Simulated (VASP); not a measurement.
# ZnS (pbe0) (P6_3mc) in VASP: single point with PBE0

Aim: the single point of ZnS (pbe0) with PBE0.

Program: VASP 6.6.1. These are calculated values, not measurements. Logs are shortened: lines on timing, memory, paths and dates and some standing lists are left out, and cuts for length are marked.

## (1) The cell of the first run

It takes space group P6_3mc (No. 186, hexagonal). The conventional cell has a = 3.782 Å, b = 3.782 Å, c = 6.208 Å, α = 90.00°, β = 90.00°, γ = 120.00°. Zn (site symmetry 3m) has 4 S at 2.32 Å within 3.1 Å. S (site symmetry 3m) has 4 Zn at 2.32 Å within 3.1 Å.

## (2) Single point, PBE0

POSCAR reads:

```
ZnS
1.0
    3.7821224124      0.0000000000      0.0000000000
   -1.8910612062      3.2754140894      0.0000000000
    0.0000000000      0.0000000000      6.2077286821
Zn S
2 2
Direct
    0.3333333333      0.6666666667      0.0004329265
    0.6666666667      0.3333333333      0.5004329265
    0.3333333333      0.6666666667      0.3745670735
    0.6666666667      0.3333333333      0.8745670735
```

INCAR.step1 reads:

```
SYSTEM = ZnS
PREC = Accurate
ENCUT = 520
EDIFF = 1E-5
ISMEAR = 0
SIGMA = 0.01
LREAL = .FALSE.
LASPH = .TRUE.
NELM = 100
ALGO = Normal
ISIF = 2
LWAVE = .TRUE.
LCHARG = .FALSE.
NBANDS = 26
GGA = PE
```

INCAR.step2 reads:

```
SYSTEM = ZnS
PREC = Accurate
ENCUT = 520
EDIFF = 1E-6
ISMEAR = 0
SIGMA = 0.01
LREAL = .FALSE.
LASPH = .TRUE.
NELM = 100
ALGO = Normal
ISIF = 2
LWAVE = .FALSE.
LCHARG = .FALSE.
GGA = PE
LHFCALC = .TRUE.
AEXX = 0.25
PRECFOCK = Normal
NBANDS = 26
ISTART = 1
```

KPOINTS reads:

```
Automatic mesh
0
G
  6 6 2
  0 0 0
```

Potentials or basis: VASP PAW PBE potentials, release 64 (Zn, S).

On the command line:

```bash
> cat potpaw_PBE.64/Zn/POTCAR potpaw_PBE.64/S/POTCAR > POTCAR
> cp INCAR.step1 INCAR
> mpirun -np 1 vasp_std > vasp.out
> cp INCAR.step2 INCAR
> mpirun -np 1 vasp_std > vasp.out
```

OUTCAR:

```text
SYSTEM = ZnS
   PREC = Accurate
   ENCUT = 520
   EDIFF = 1E-6
   ISMEAR = 0
   LREAL = .FALSE.
   LASPH = .TRUE.
   NELM = 100
   ISIF = 2
   GGA = PE
   LHFCALC = .TRUE.
   AEXX = 0.25
   PRECFOCK = Normal
   ISTART = 1

 ion  position               nearest neighbor table
   1  0.333  0.667  0.000-   4 2.32   4 2.32   4 2.32   3 2.32
   2  0.667  0.333  0.500-   3 2.32   3 2.32   3 2.32   4 2.32
   3  0.333  0.667  0.375-   2 2.32   2 2.32   2 2.32   1 2.32
   4  0.667  0.333  0.875-   1 2.32   1 2.32   1 2.32   2 2.32

  LATTYP: Found a hexagonal cell.
 ALAT       =     3.7821224124
 C/A-ratio  =     1.6413346807

  Lattice vectors:

 A1 = (   3.7821224124,   0.0000000000,   0.0000000000)
 A2 = (  -1.8910612062,   3.2754140894,   0.0000000000)
 A3 = (   0.0000000000,   0.0000000000,   6.2077286821)

Analysis of symmetry for initial positions (statically):
=====================================================================
 Subroutine PRICEL returns:
 Original cell was already a primitive cell.

 Routine SETGRP: Setting up the symmetry group for a
 hexagonal supercell.

 Subroutine GETGRP returns: Found 12 space group operations
 (whereof  6 operations were pure point group operations)
 out of a pool of 24 trial point group operations.

The static configuration has the point symmetry C_3v.
 The point group associated with its full space group is C_6v.

Analysis of symmetry for dynamics (positions and initial velocities):
=====================================================================
 Subroutine PRICEL returns:
 Original cell was already a primitive cell.

 Routine SETGRP: Setting up the symmetry group for a
 hexagonal supercell.

 Subroutine GETGRP returns: Found 12 space group operations
 (whereof  6 operations were pure point group operations)
 out of a pool of 24 trial point group operations.

The dynamic configuration has the point symmetry C_3v.
 The point group associated with its full space group is C_6v.

 Subroutine INISYM returns: Found 12 space group operations
 (whereof  6 operations are pure point group operations),
 and found     1 'primitive' translations

----------------------------------------------------------------------------------------

                                     Primitive cell

  volume of cell :      76.9014

  direct lattice vectors                    reciprocal lattice vectors
     3.782122412  0.000000000  0.000000000     0.264401807  0.152652454  0.000000000
    -1.891061206  3.275414089  0.000000000     0.000000000  0.305304909  0.000000000
     0.000000000  0.000000000  6.207728682     0.000000000  0.000000000  0.161089515

  length of vectors
     3.782122412  3.782122412  6.207728682     0.305304909  0.305304909  0.161089515

  position of ions in fractional coordinates (direct lattice)
     0.333333333  0.666666667  0.000432926
     0.666666667  0.333333333  0.500432926
     0.333333333  0.666666667  0.374567074
     0.666666667  0.333333333  0.874567074

  ion indices of the primitive-cell ions
   primitive index   ion index
                 1           1
                 2           2
                 3           3
                 4           4

----------------------------------------------------------------------------------------

 KPOINTS: Automatic mesh

Automatic generation of k-mesh.
 Grid dimensions read from file:
 generate k-points for:    6    6    2

 Generating k-lattice:

  Cartesian coordinates                     Fractional coordinates (reciprocal lattice)
     0.044066968  0.025442076  0.000000000     0.166666667  0.000000000  0.000000000
     0.000000000  0.050884151  0.000000000     0.000000000  0.166666667  0.000000000
     0.000000000  0.000000000  0.080544757     0.000000000  0.000000000  0.500000000

  Length of vectors
     0.050884151  0.050884151  0.080544757

  Shift w.r.t. Gamma in fractional coordinates (k-lattice)
     0.000000000  0.000000000  0.000000000

 Subroutine IBZKPT returns following result:
 ===========================================

 Found     14 irreducible k-points:

 Following reciprocal coordinates:
            Coordinates               Weight
  0.000000  0.000000  0.000000      1.000000
  0.166667  0.000000  0.000000      6.000000
  0.333333  0.000000  0.000000      6.000000
  0.500000  0.000000  0.000000      3.000000
  0.166667  0.166667  0.000000      6.000000
  0.333333  0.166667  0.000000     12.000000
  0.333333  0.333333  0.000000      2.000000
  0.000000  0.000000  0.500000      1.000000
  0.166667  0.000000  0.500000      6.000000
  0.333333  0.000000  0.500000      6.000000
  0.500000  0.000000  0.500000      3.000000
  0.166667  0.166667  0.500000      6.000000
  0.333333  0.166667  0.500000     12.000000
  0.333333  0.333333  0.500000      2.000000
   k-points           NKPTS =     14   k-points in BZ     NKDIM =     72   number of bands    NBANDS=     26
   number of dos      NEDOS =    301   number of ions     NIONS =      4
   total plane-waves  NPLWV =  37632
   dimension x,y,z NGX =    28 NGY =   28 NGZ =   48
   dimension x,y,z NGXF=    56 NGYF=   56 NGZF=   96
   ions per type =               2   2
   NGX,Y,Z   is equivalent  to a cutoff of  12.31, 12.31, 12.85 a.u.
   NGXF,Y,Z  is equivalent  to a cutoff of  24.62, 24.62, 25.71 a.u.
 SYSTEM =  ZnS
   PREC   = accura    normal or accurate (medium, high low for compatibility)
   ISTART =      1    job   : 0-new  1-cont  2-samecut
   ICHARG =      0    charge: 1-file 2-atom 10-const
   ISPIN  =      1    spin polarized calculation?
   LNONCOLLINEAR =      F non collinear calculations
   LSORBIT =      F    spin-orbit coupling
   LASPH  =      T    aspherical Exc in radial PAW
   ENCUT  =  520.0 eV  38.22 Ry    6.18 a.u.   7.03  7.03 11.54*2*pi/ulx,y,z
   NELM   =    100;   NELMIN=  2; NELMDL=  0     # of ELM steps
   EDIFF  = 0.1E-05   stopping-criterion for ELM
   LREAL  =      F    real-space projection
   EDIFFG = 0.1E-04   stopping-criterion for IOM
   NSW    =      0    number of steps for IOM
   IBRION =     -1    ionic relax: 0-MD 1-quasi-New 2-CG
   NFREE  =      0    steps in history (QN), initial steepest desc. (CG)
   ISIF   =      2    stress and relaxation
   ISYM   =      3    0-nonsym 1-usesym 2-fastsym
   POTIM  = 0.5000    time-step for ionic-motion
   TEBEG  =    0.0;   TEEND  =   0.0 temperature during run
   PSTRESS=    0.0 pullay stress
   NELECT =      36.0000    total number of electrons
   NUPDOWN=      -1.0000    fix difference up-down
   EMIN   =  10.00;   EMAX   =-10.00  energy-range for DOS
   EFERMI =   0.00;   METHOD = LEGACY
   ISMEAR =     0;   SIGMA  =   0.01  broadening in eV -4-tet -1-fermi 0-gaus
   EFERMI_NEDOS =   21; number of points for ismear=-14 and -15
   IALGO  =     38    algorithm
   IMIX   =      1    mixing-type and parameters
     AMIX     =   0.40;   BMIX     =  1.00
     AMIX_MAG =   1.60;   BMIX_MAG =  1.00
  volume/ion in A,a.u.               =      19.23       129.74
  Fermi-wavevector in a.u.,A,eV,Ry     =   1.271152  2.402129 21.984667  1.615827
  Thomas-Fermi vector in A             =   2.404101
   LORBIT       =      0    0 simple, 1 ext, 2 COOP (PROOUT), +10 PAW based schemes
   GGA     = PE    functional components
   LHFCALC =     T    Hartree Fock is set to
   PRECFOCK=normal    Normal, Fast or Accurate (Low or Medium for compatibility)
   ENCUT4O =  -1.0   cutoff for four orbital integrals eV
   NKREDX  =     1    reduce k-point grid by
   NKREDY  =     1    reduce k-point grid by
   NKREDZ  =     1    reduce k-point grid by
   AEXX    =    0.2500 exact exchange contribution
   HFSCREEN=    0.0000 screening length (either q_TF or 0.3 A-1)
   HFSCREENC=   0.0000 screening length for correlation (either q_TF or 0.3 A-1)
   ENCUTFOCK=  -1.0 apply spherical cutoff to Coloumb kernel
   IVDW    =     0    specifies the selected vdW correction
   LEPSILON=     F    determine dielectric tensor
   LRPA    =     F    only Hartree local field effects (RPA)
 non-spin polarized calculation
 Gauss-broadening in eV      SIGMA  =   0.01
  energy-cutoff  :      520.00
  volume of cell :       76.90
 maximum number of plane-waves:      2078
  NGX = 24; NGY = 24; NGZ = 36

 number of electron      35.9999969 magnetization

 Free energy of the ion-electron system (eV)
  ---------------------------------------------------
  ext. energy  EPLUGINS =         0.00000000
  ---------------------------------------------------
  free energy    TOTEN  =       -17.86284759 eV

  energy without entropy =      -17.86284759  energy(sigma->0) =      -17.86284759

 E-fermi :   1.3220     XC(G=0):  -7.6820

 val. band max:        1.2735208826   @ k =   0.0000   0.0000   0.0000
 cond. band min:       5.4876872554   @ k =   0.0000   0.0000   0.0000
 fundamental gap:      4.2141663728
 Fermi energy:         1.3220361551

 k-point     1 :       0.0000    0.0000    0.0000
  band No.  band energies     occupation
      1     -13.3420      2.00000
      2     -12.2971      2.00000
      3      -6.7335      2.00000
      4      -6.7166      2.00000
      5      -6.7166      2.00000
      6      -6.6345      2.00000
[... 18 lines left out ...]
     25      11.0797      0.00000
     26      12.7786      0.00000

 k-point     2 :       0.1667    0.0000    0.0000
  band No.  band energies     occupation
      1     -13.1365      2.00000
      2     -12.1877      2.00000
      3      -6.7106      2.00000
      4      -6.6904      2.00000
      5      -6.6825      2.00000
      6      -6.6014      2.00000
[... 18 lines left out ...]
     25      11.5134      0.00000
     26      11.9702      0.00000

 k-point     3 :       0.3333    0.0000    0.0000
  band No.  band energies     occupation
      1     -12.6452      2.00000
      2     -11.9928      2.00000
      3      -6.6703      2.00000
      4      -6.6300      2.00000
      5      -6.5936      2.00000
      6      -6.4815      2.00000
[... 282 lines left out ...]
 k-point    13 :       0.3333    0.1667    0.5000
  band No.  band energies     occupation
      1     -12.1238      2.00000
      2     -12.1238      2.00000
      3      -6.6120      2.00000
      4      -6.6120      2.00000
      5      -6.5313      2.00000
      6      -6.5313      2.00000
[... 18 lines left out ...]
     25      12.6158      0.00000
     26      12.6158      0.00000

 k-point    14 :       0.3333    0.3333    0.5000
  band No.  band energies     occupation
      1     -12.0223      2.00000
      2     -12.0223      2.00000
      3      -6.5655      2.00000
      4      -6.5655      2.00000
      5      -6.5453      2.00000
      6      -6.5453      2.00000
[... 18 lines left out ...]
     25      13.0480      0.00000
     26      13.0480      0.00000

------------------------ aborting loop because EDIFF is reached ----------------------------------------

  FORCE on cell =-STRESS in cart. coord.  units (eV):
  Direction    XX          YY          ZZ          XY          YZ          ZX
  --------------------------------------------------------------------------------------
  -------------------------------------------------------------------------------------
  Total        1.3695748      1.3695748      1.3365178      0.0000000      0.0000000      0.0000000
  in kB       28.5339450     28.5339450     27.8452295      0.0000000      0.0000000      0.0000000
  external PRESSURE =      28.3043732 kB  Pullay stress =       0.0000000 kB

 VOLUME and BASIS-vectors are now :
 -----------------------------------------------------------------------------
  energy-cutoff  :      520.00
  volume of cell :       76.90
      direct lattice vectors                 reciprocal lattice vectors
     3.782122412  0.000000000  0.000000000     0.264401807  0.152652454  0.000000000
    -1.891061206  3.275414089  0.000000000     0.000000000  0.305304909  0.000000000
     0.000000000  0.000000000  6.207728682     0.000000000  0.000000000  0.161089515

 POSITION                                       TOTAL-FORCE (eV/Angst)
 -----------------------------------------------------------------------------------
     -0.00000      2.18361      0.00269         0.000000     -0.000000     -0.000095
      1.89106      1.09180      3.10655        -0.000000     -0.000000     -0.000095
     -0.00000      2.18361      2.32521        -0.000000      0.000000      0.000095
      1.89106      1.09180      5.42908        -0.000000     -0.000000      0.000095
 -----------------------------------------------------------------------------------
    total drift:                               -0.000000     -0.000001      0.000698

  FREE ENERGIE OF THE ION-ELECTRON SYSTEM (eV)
  ---------------------------------------------------
  free  energy   TOTEN  =       -17.8628475950 eV

  energy  without entropy=      -17.8628475950  energy(sigma->0) =      -17.86284759
```

Run time: 34 min. Hardware: 1 thread of Intel Xeon 6975P-C (Granite Rapids), shared host; peak memory 0.23 GiB.

What came out:

```yaml
Free_energy: -17.8628 eV
Pressure: 2.8 GPa
Band_gap_on_the_k_mesh: 4.21 eV, direct
```

Caveat: the k points lie up to 0.51 Å⁻¹ apart; the PAW data sets were made with another functional, which shifts forces and pressure a little.
